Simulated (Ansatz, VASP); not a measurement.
# Two plane-wave programs on TiMo

The input INCAR:

```
ALGO = Normal ; EDIFF = 1E-6
ENCUT = 500 ; GGA_COMPAT = False
ISIF = 2 ; ISMEAR = 0
LASPH = True ; LCHARG = False
LREAL = False ; LWAVE = False
NBANDS = 20 ; NELM = 120
PREC = Accurate ; SIGMA = 0.1
```

File KPOINTS:

```
k-points
0
Gamma
  6 6 4
```

Contents of POSCAR:

```
TiMo
1.0
    1.5935720000     -2.3604228448      0.0000000000
    1.5935720000      2.3604228448      0.0000000000
    0.0000000000      0.0000000000      4.2507215034
Ti Mo
1 1
Direct
    0.5000000000      0.5000000000      0.5000000000
    0.0000000000      0.0000000000      0.0000000000
```

Input for Ansatz:

```yaml
crystal:
  lattice:
    - [1.593572, -2.3604228448, 0.0]
    - [1.593572, 2.3604228448, 0.0]
    - [0.0, 0.0, 4.2507215034]
  atoms:
    - { symbol: Ti, position: [0.5, 0.5, 0.5] }
    - { symbol: Mo, position: [0.0, 0.0, 0.0] }
basis:
  ecutwfc: 420
kpoints:
  mp_grid: { grid: [6, 6, 4] }
hamiltonian:
  xc: lda
scf:
  occupations: { method: gaussian, width: 0.1 }
output:
  forces: true
  stress: true
  eigenvalues: true
```

Alike in both runs: task single point; functional LDA; k mesh 6 × 6 × 4; occupations gaussian, width 0.1 eV; no spin polarisation.

|  | VASP | Ansatz |
| --- | --- | --- |
| version | VASP 6.6.1 | Ansatz 0.2.0 |
| potentials or method | VASP PAW LDA potentials, release 64 (Ti_sv, Mo_sv), cutoff 500 eV | scalar-relativistic, plane waves, PAW |
| valence electrons in the cell | 26 | 26 |

VASP gave:

| Property | Result |
| --- | --- |
| gap on the k mesh at the Fermi level (eV) | none |
| pressure (GPa) | -11.0 |
| traceless stress, the component that is largest in VASP (GPa) | -1.09 |

Problem. Estimate Ansatz's values.

Solution. gap on the k mesh at the Fermi level (eV): none; pressure (GPa): -11.4; traceless stress, the component that is largest in VASP (GPa): -1.06.

LDA's correlation is that of Perdew and Zunger in VASP and of Perdew and Wang (1992) in Ansatz. A gap of «none» marks a metal or a gap that the smearing closes.

The k mesh is coarse, so the values compare programs but aren't converged.
